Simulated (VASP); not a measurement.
ZnAuC4N4: single point with PBE

The system is ZnAuC4N4.

```xyz
10
Lattice="6.0122 0.0000 0.0000 0.0000 6.0122 0.0000 0.0000 0.0000 6.0122" Properties=species:S:1:pos:R:3 pbc="T T T"
Zn    3.0061    3.0061    3.0061
C     1.2029    1.2029    1.2029
C     1.2029    4.8094    4.8094
C     4.8094    1.2029    4.8094
C     4.8094    4.8094    1.2029
Au    0.0000    0.0000    0.0000
N     1.8765    1.8765    1.8765
N     1.8765    4.1357    4.1357
N     4.1357    1.8765    4.1357
N     4.1357    4.1357    1.8765
```

```json
{"Program": "VASP 6.6.1", "Task": "single point", "Functional": "PBE", "Potentials or basis": "VASP PAW PBE potentials, release 64 (Zn, C, Au, N)", "Cutoff": "520 eV", "k mesh": "4 × 4 × 4", "Occupations": "gaussian, width 0.1 eV", "Spin": "collinear spin", "Starting moments": "[0.0, 0.0, 0.0, 0.0, 0.0, 1.0, 0.0, 0.0, 0.0, 0.0] μB"}
```

- Pressure: 0.7 GPa
- Largest force: 0.309 eV/Å
- Band gap on the k mesh: zero (filled and empty bands overlap)
- Net moment: 0.99 μB per cell
- Site moments: Zn +0.02; C +0.05; Au +0.41; N +0.04 μB
- Valence electrons inside the program's atomic spheres: Zn 10.87; C 2.56; Au 9.77; N 3.90

Forces on the atoms (eV/Å):
```
Zn   0.000  0.000  0.000
C   -0.179 -0.179 -0.179
C   -0.179  0.179  0.179
C    0.179 -0.179  0.179
C    0.179  0.179 -0.179
Au   0.000  0.000  0.000
N    0.164  0.164  0.164
N    0.164 -0.164 -0.164
N   -0.164  0.164 -0.164
N   -0.164 -0.164  0.164
```

Levels at points of the mesh, in eV from the Fermi level:
Spin up:
| k point | band 28 | band 29 | band 30 | band 31 | band 32 | band 33 |
| --- | --- | --- | --- | --- | --- | --- |
| (0.00, 0.00, 0.00) | -0.51 | -0.51 | -0.51 | 5.06 | 5.06 | 5.06 |
| (0.50, 0.00, 0.00) | -0.42 | -0.19 | -0.19 | 4.99 | 4.99 | 5.30 |
| (0.50, 0.50, 0.00) | -0.42 | -0.18 | -0.18 | 5.31 | 5.31 | 5.32 |
| (0.50, 0.50, 0.50) | -0.44 | -0.44 | -0.44 | 5.35 | 5.35 | 5.35 |
Spin down:
```csv
k point,band 27,band 28,band 29,band 30,band 31,band 32
"(0.00, 0.00, 0.00)",-1.97,-0.24,-0.24,-0.24,5.19,5.19
"(0.50, 0.00, 0.00)",-1.79,-0.16,0.07,0.07,5.10,5.10
"(0.50, 0.50, 0.00)",-1.76,-0.15,0.08,0.08,5.42,5.42
"(0.50, 0.50, 0.50)",-1.75,-0.17,-0.17,-0.17,5.47,5.47
```

It took 2.9 min on 1 thread of Intel(R) Xeon(R) Platinum 8488C (Sapphire Rapids), on a shared host, peak memory 0.48 GiB.

Caveat: spin-orbit coupling is left out, which moves the levels of the heavy elements.
